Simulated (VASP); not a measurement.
# Au (P-1) in VASP: relaxation of cell and atoms with PBE

Aim: the relaxation of cell and atoms of Au with PBE.

All numbers are computed with VASP 6.6.1; they aren't measurements. Logs are shortened: lines on timing, memory, paths and dates and some standing lists are left out, and cuts for length are marked.

## (1) The cell of the first run

The typed cell holds 2 atoms: a = 2.943 Å, b = 2.943 Å, c = 4.892 Å, α = 90.00°, β = 90.00°, γ = 121.73°.

## (2) Relaxation of cell and atoms, PBE

The input, INCAR:

```
PREC     = Accurate       # precision mode
ENCUT    = 600            # plane-wave cutoff, eV
EDIFF    = 1E-7           # SCF threshold, eV
ISMEAR   = 0              # smearing method
SIGMA    = 0.15           # smearing width, eV
LREAL    = False          # projectors in reciprocal space
LASPH    = True           # aspherical terms in the spheres
NELM     = 60             # most SCF steps
ALGO     = Fast           # electronic algorithm
ISIF     = 3              # what is computed and relaxed
LWAVE    = False          # write WAVECAR
LCHARG   = False          # write CHGCAR
GGA      = PE             # functional
IBRION   = 2              # ionic algorithm
NSW      = 100            # ionic steps
EDIFFG   = -0.01          # ionic threshold
```

The input, KPOINTS:

```
regular mesh
0
Gamma
  14 14 8
```

The input, POSCAR:

```
Au
1.0
    1.4327106727     -2.5703810381      0.0000000000
    1.4327106727      2.5703810381      0.0000000000
    0.0000000000      0.0000000000      4.8921328885
Au
2
Direct
    0.6501824122      0.3332787908      0.2524473582
    0.3498175878      0.6667212092      0.7475526418
```

Potentials or basis: VASP PAW PBE potentials, release 64 (Au).

The run is started by

```bash
$ cat potpaw_PBE.64/Au/POTCAR > POTCAR
$ mpirun -np 1 vasp_std > vasp.out
```

OUTCAR:

```text
PREC = Accurate
   ENCUT = 600
   EDIFF = 1E-7
   ISMEAR = 0
   LREAL = False
   LASPH = True
   NELM = 60
   ISIF = 3
   GGA = PE
   IBRION = 2
   NSW = 100
   EDIFFG = -0.01

 ion  position               nearest neighbor table
   1  0.650  0.333  0.252-   2 2.92   2 2.94   2 2.96   2 2.98   2 2.99   2 3.03
   2  0.350  0.667  0.748-   1 2.92   1 2.94   1 2.96   1 2.98   1 2.99   1 3.03

  LATTYP: Found a base centered orthorhombic cell.
 ALAT       =     2.8654213454
 B/A-ratio  =     1.7940684655
 C/A-ratio  =     1.7072996599

  Lattice vectors:

 A1 = (   1.4327106727,  -2.5703810381,   0.0000000000)
 A2 = (   1.4327106727,   2.5703810381,   0.0000000000)
 A3 = (   0.0000000000,   0.0000000000,   4.8921328885)

Analysis of symmetry for initial positions (statically):
=====================================================================
 Subroutine PRICEL returns:
 Original cell was already a primitive cell.

 Routine SETGRP: Setting up the symmetry group for a
 base centered orthorhombic supercell.

 Subroutine GETGRP returns: Found  2 space group operations
 (whereof  2 operations were pure point group operations)
 out of a pool of  8 trial point group operations.

The static configuration has the point symmetry S_2 .

Analysis of symmetry for dynamics (positions and initial velocities):
=====================================================================
 Subroutine PRICEL returns:
 Original cell was already a primitive cell.

 Routine SETGRP: Setting up the symmetry group for a
 base centered orthorhombic supercell.

 Subroutine GETGRP returns: Found  2 space group operations
 (whereof  2 operations were pure point group operations)
 out of a pool of  8 trial point group operations.

The dynamic configuration has the point symmetry S_2 .

 Subroutine INISYM returns: Found  2 space group operations
 (whereof  2 operations are pure point group operations),
 and found     1 'primitive' translations

----------------------------------------------------------------------------------------

                                     Primitive cell

  volume of cell :      36.0317

  direct lattice vectors                    reciprocal lattice vectors
     1.432710673 -2.570381038  0.000000000     0.348988815 -0.194523688  0.000000000
     1.432710673  2.570381038  0.000000000     0.348988815  0.194523688  0.000000000
     0.000000000  0.000000000  4.892132888     0.000000000  0.000000000  0.204409819

  length of vectors
     2.942705992  2.942705992  4.892132888     0.399540559  0.399540559  0.204409819

  position of ions in fractional coordinates (direct lattice)
     0.650182412  0.333278791  0.252447358
     0.349817588  0.666721209  0.747552642

  ion indices of the primitive-cell ions
   primitive index   ion index
                 1           1
                 2           2

----------------------------------------------------------------------------------------

 KPOINTS: regular mesh

Automatic generation of k-mesh.
 Grid dimensions read from file:
 generate k-points for:   14   14    8

 Generating k-lattice:

  Cartesian coordinates                     Fractional coordinates (reciprocal lattice)
     0.024927773 -0.013894549  0.000000000     0.071428571  0.000000000  0.000000000
     0.024927773  0.013894549  0.000000000     0.000000000  0.071428571  0.000000000
     0.000000000  0.000000000  0.025551227     0.000000000  0.000000000  0.125000000

  Length of vectors
     0.028538611  0.028538611  0.025551227

  Shift w.r.t. Gamma in fractional coordinates (k-lattice)
     0.000000000  0.000000000  0.000000000

 Subroutine IBZKPT returns following result:
 ===========================================

 Found    788 irreducible k-points:

 Following reciprocal coordinates:
            Coordinates               Weight
  0.000000  0.000000  0.000000      1.000000
  0.071429  0.000000  0.000000      2.000000
  0.000000  0.071429  0.000000      2.000000
  0.142857  0.000000  0.000000      2.000000
  0.000000  0.142857  0.000000      2.000000
  0.214286  0.000000  0.000000      2.000000
[... 16 lines left out ...]
  0.357143  0.071429  0.000000      2.000000
  0.071429  0.357143  0.000000      2.000000
 [... further k-points ...]
   k-points           NKPTS =    788   k-points in BZ     NKDIM =    788   number of bands    NBANDS=     15
   number of dos      NEDOS =    301   number of ions     NIONS =      2
   total plane-waves  NPLWV =  23040
   dimension x,y,z NGX =    24 NGY =   24 NGZ =   40
   dimension x,y,z NGXF=    48 NGYF=   48 NGZF=   80
   ions per type =               2
   NGX,Y,Z   is equivalent  to a cutoff of  13.56, 13.56, 13.59 a.u.
   NGXF,Y,Z  is equivalent  to a cutoff of  27.12, 27.12, 27.19 a.u.
 SYSTEM =  unknown system
   PREC   = accura    normal or accurate (medium, high low for compatibility)
   ISTART =      0    job   : 0-new  1-cont  2-samecut
   ICHARG =      2    charge: 1-file 2-atom 10-const
   ISPIN  =      1    spin polarized calculation?
   LNONCOLLINEAR =      F non collinear calculations
   LSORBIT =      F    spin-orbit coupling
   LASPH  =      T    aspherical Exc in radial PAW
   ENCUT  =  600.0 eV  44.10 Ry    6.64 a.u.   5.88  5.88  9.77*2*pi/ulx,y,z
   NELM   =     60;   NELMIN=  2; NELMDL= -5     # of ELM steps
   EDIFF  = 0.1E-06   stopping-criterion for ELM
   LREAL  =      F    real-space projection
   EDIFFG = -.1E-01   stopping-criterion for IOM
   NSW    =    100    number of steps for IOM
   IBRION =      2    ionic relax: 0-MD 1-quasi-New 2-CG
   NFREE  =      1    steps in history (QN), initial steepest desc. (CG)
   ISIF   =      3    stress and relaxation
   ISYM   =      2    0-nonsym 1-usesym 2-fastsym
   POTIM  = 0.5000    time-step for ionic-motion
   TEBEG  =    0.0;   TEEND  =   0.0 temperature during run
   PSTRESS=    0.0 pullay stress
   NELECT =      22.0000    total number of electrons
   NUPDOWN=      -1.0000    fix difference up-down
   EMIN   =  10.00;   EMAX   =-10.00  energy-range for DOS
   EFERMI =   0.00;   METHOD = LEGACY
   ISMEAR =     0;   SIGMA  =   0.15  broadening in eV -4-tet -1-fermi 0-gaus
   EFERMI_NEDOS =   21; number of points for ismear=-14 and -15
   IALGO  =     68    algorithm
   IMIX   =      4    mixing-type and parameters
     AMIX     =   0.40;   BMIX     =  1.00
     AMIX_MAG =   1.60;   BMIX_MAG =  1.00
  volume/ion in A,a.u.               =      18.02       121.58
  Fermi-wavevector in a.u.,A,eV,Ry     =   1.388847  2.624540 26.244212  1.928895
  Thomas-Fermi vector in A             =   2.512934
   LORBIT       =      0    0 simple, 1 ext, 2 COOP (PROOUT), +10 PAW based schemes
   GGA     = PE    functional components
   LHFCALC =     F    Hartree Fock is set to
   AEXX    =    0.0000 exact exchange contribution
   IVDW    =     0    specifies the selected vdW correction
   LEPSILON=     F    determine dielectric tensor
   LRPA    =     F    only Hartree local field effects (RPA)
 conjugate gradient relaxation of ions
 non-spin polarized calculation
 RMM-DIIS sequential band-by-band and
 Gauss-broadening in eV      SIGMA  =   0.15
  energy-cutoff  :      600.00
  volume of cell :       36.03
 maximum number of plane-waves:      1224
   NGX = 11   NGY = 11   NGZ = 19

--------------------------------------- Ionic step        1  -------------------------------------------

 number of electron      22.0000001 magnetization

 Free energy of the ion-electron system (eV)
  ---------------------------------------------------
  ext. energy  EPLUGINS =         0.00000000
  ---------------------------------------------------
  free energy    TOTEN  =        -6.42257887 eV

  energy without entropy =       -6.41439125  energy(sigma->0) =       -6.41848506

------------------------ aborting loop because EDIFF is reached ----------------------------------------

  FORCE on cell =-STRESS in cart. coord.  units (eV):
  Direction    XX          YY          ZZ          XY          YZ          ZX
  --------------------------------------------------------------------------------------
  -------------------------------------------------------------------------------------
  Total       -0.0551895      0.0074636     -0.0301083      0.0198450      0.0103083     -0.0072986
  in kB       -2.4540453      0.3318772     -1.3387910      0.8824231      0.4583674     -0.3245402
  external PRESSURE =      -1.1536530 kB  Pullay stress =       0.0000000 kB
[... 89 lines left out ...]
  FREE ENERGIE OF THE ION-ELECTRON SYSTEM (eV)
  ---------------------------------------------------
  free  energy   TOTEN  =        -6.4245169109 eV

  energy  without entropy=       -6.4166594380  energy(sigma->0) =       -6.42058817

[... ionic steps 4 to 20 ...]

--------------------------------------- Ionic step       21  -------------------------------------------

 number of electron      21.9999999 magnetization

------------------------ aborting loop because EDIFF is reached ----------------------------------------

  FORCE on cell =-STRESS in cart. coord.  units (eV):
  Direction    XX          YY          ZZ          XY          YZ          ZX
  --------------------------------------------------------------------------------------
  -------------------------------------------------------------------------------------
  Total        0.0126127      0.0316376      0.0158868     -0.0043912     -0.0014859     -0.0006910
  in kB        0.5618861      1.4094337      0.7077477     -0.1956256     -0.0661954     -0.0307824
  external PRESSURE =       0.8930225 kB  Pullay stress =       0.0000000 kB
[... 57 lines left out ...]
  energy  without entropy=       -6.4171047782  energy(sigma->0) =       -6.42117752

--------------------------------------- Ionic step       23  -------------------------------------------

 number of electron      21.9999999 magnetization

 Free energy of the ion-electron system (eV)
  ---------------------------------------------------
  ext. energy  EPLUGINS =         0.00000000
  ---------------------------------------------------
  free energy    TOTEN  =        -6.42526537 eV

  energy without entropy =       -6.41723058  energy(sigma->0) =       -6.42124797

 E-fermi :   8.5804     XC(G=0): -12.3941

 val. band max:        8.5792144904   @ k =   0.5000   0.0714   0.0000
 cond. band min:       8.5829863510   @ k =   0.5000   0.4286   0.3750
 fundamental gap:      0.0037718605
 Fermi energy:         8.5804343664

 k-point     1 :       0.0000    0.0000    0.0000
  band No.  band energies     occupation
      1      -0.7000      2.00000
      2       1.6827      2.00000
      3       4.0034      2.00000
      4       4.0453      2.00000
      5       4.4109      2.00000
      6       4.5189      2.00000
      7       4.7583      2.00000
      8       5.0756      2.00000
      9       5.3030      2.00000
     10       6.4155      2.00000
     11       6.4828      2.00000
     12       7.7258      2.00000
     13      11.0469      0.00000
     14      23.0668      0.00000
     15      24.3066      0.00000
[... 397 lines left out ...]
 k-point    24 :       0.0714    0.3571    0.0000
  band No.  band energies     occupation
      1       2.2132      2.00000
      2       2.4537      2.00000
      3       2.8656      2.00000
      4       4.2125      2.00000
      5       4.4094      2.00000
      6       4.6287      2.00000
      7       4.7045      2.00000
      8       6.2131      2.00000
      9       6.5247      2.00000
     10       6.6027      2.00000
     11       7.4662      2.00000
     12      12.6156      0.00000
     13      13.0223      0.00000
     14      14.8124      0.00000
     15      17.9456      0.00000

 [... further k-points ...]

------------------------ aborting loop because EDIFF is reached ----------------------------------------

  FORCE on cell =-STRESS in cart. coord.  units (eV):
  Direction    XX          YY          ZZ          XY          YZ          ZX
  --------------------------------------------------------------------------------------
  -------------------------------------------------------------------------------------
  Total        0.0060539      0.0179404      0.0074608     -0.0040127     -0.0008721     -0.0004551
  in kB        0.2696183      0.7989963      0.3322737     -0.1787096     -0.0388408     -0.0202700
  external PRESSURE =       0.4669628 kB  Pullay stress =       0.0000000 kB
[... 17 lines left out ...]
  FREE ENERGIE OF THE ION-ELECTRON SYSTEM (eV)
  ---------------------------------------------------
  free  energy   TOTEN  =        -6.4252653656 eV

  energy  without entropy=       -6.4172305811  energy(sigma->0) =       -6.42124797

 reached required accuracy - stopping structural energy minimisation
```

Wall time 82 min (1 thread of Intel Xeon 8259CL, shared host); peak memory 0.6 GiB.

What came out:

| Property | Result |
| --- | --- |
| Free energy | -6.4253 eV |
| Relaxed volume | 17.99 Å³/atom |
| Relaxed cell | a = 2.938 Å, b = 2.950 Å, c = 4.884 Å, α = 89.99°, β = 90.01°, γ = 121.78° |
| Space group after relaxing (to 0.1 Å) | Cmcm (No. 63) |
| Energy gained by relaxing | 1.3 meV/atom |
| Ionic steps | 23 |
| Pressure after relaxing | 0.0 GPa |
| Largest force after relaxing | 0.005 eV/Å |
| Band gap on the k mesh | zero (bands 11 and 12 overlap by 6.24 eV) |

Forces in eV/Å, atoms in the order of the input:
```
Au   0.004 -0.002 -0.001
Au  -0.004  0.002  0.001
```

Step by step:
```
step  energy change (eV)  largest force (eV/Å)  pressure (GPa)  volume (Å³)
   1              0.0000                0.1521           -0.12        36.03
   2             -0.0016                0.0628            0.12        35.96
   3             -0.0019                0.0259            0.26        35.93
   4             -0.0019                0.0248            0.28        35.92
   5             -0.0020                0.0266           -0.38        36.09
   6             -0.0021                0.0249           -0.05        36.01
   7             -0.0021                0.0245           -0.11        36.02
   8             -0.0021                0.0249           -0.09        36.02
   9             -0.0022                0.0220           -0.08        36.01
  10             -0.0023                0.0185           -0.06        36.01
  11             -0.0024                0.0144           -0.01        35.99
  12             -0.0024                0.0171           -0.02        35.99
  13             -0.0025                0.0099            0.06        35.97
  14             -0.0025                0.0137            0.12        35.95
  15             -0.0026                0.0135           -0.05        36.00
  16             -0.0026                0.0141           -0.10        36.01
  17             -0.0026                0.0090           -0.09        36.01
  18             -0.0026                0.0095           -0.09        36.01
  19             -0.0026                0.0063           -0.08        36.01
  20             -0.0027                0.0056           -0.07        36.00
  21             -0.0027                0.0057            0.09        35.96
  22             -0.0027                0.0069            0.04        35.97
  23             -0.0027                0.0050            0.05        35.97
```

Final structure:
```cif
data_structure
_symmetry_space_group_name_H-M 'P 1'
_symmetry_Int_Tables_number 1
_cell_length_a 2.9375
_cell_length_b 2.9497
_cell_length_c 4.8841
_cell_angle_alpha 89.988
_cell_angle_beta 90.006
_cell_angle_gamma 121.782
_cell_volume 35.97
loop_
_atom_site_label
_atom_site_type_symbol
_atom_site_fract_x
_atom_site_fract_y
_atom_site_fract_z
_atom_site_occupancy
Au1 Au 0.65877 0.33390 0.25001 1
Au2 Au 0.34123 0.66610 0.74999 1
```

Levels at points of the mesh, in eV from the Fermi level:
```csv
k point,band 7,band 8,band 9,band 10,band 11,band 12,band 13,band 14,band 15
"(0.00, 0.00, 0.00)",-3.82,-3.50,-3.28,-2.16,-2.10,-0.85,2.47,14.49,15.73
"(0.50, 0.00, 0.00)",-3.33,-1.93,-1.82,-1.68,0.41,1.66,5.71,7.09,7.24
"(0.00, 0.50, 0.00)",-3.44,-1.94,-1.85,-1.69,0.44,1.56,5.73,7.11,7.21
"(0.50, 0.50, 0.00)",-3.61,-1.92,-1.89,-1.72,0.28,1.18,5.52,6.70,7.12
"(0.00, 0.00, 0.50)",-4.14,-4.14,-2.63,-2.63,-2.49,-2.48,10.35,10.35,14.85
"(0.50, 0.00, 0.50)",-2.39,-2.39,-1.72,-1.72,0.77,0.77,3.84,3.84,12.91
"(0.00, 0.50, 0.50)",-2.33,-2.33,-1.74,-1.74,0.66,0.66,3.82,3.82,13.01
"(0.50, 0.50, 0.50)",-2.25,-2.25,-1.80,-1.80,0.33,0.34,3.45,3.46,12.72
```

Caveat: spin-orbit coupling is left out, which moves the levels of the heavy elements.
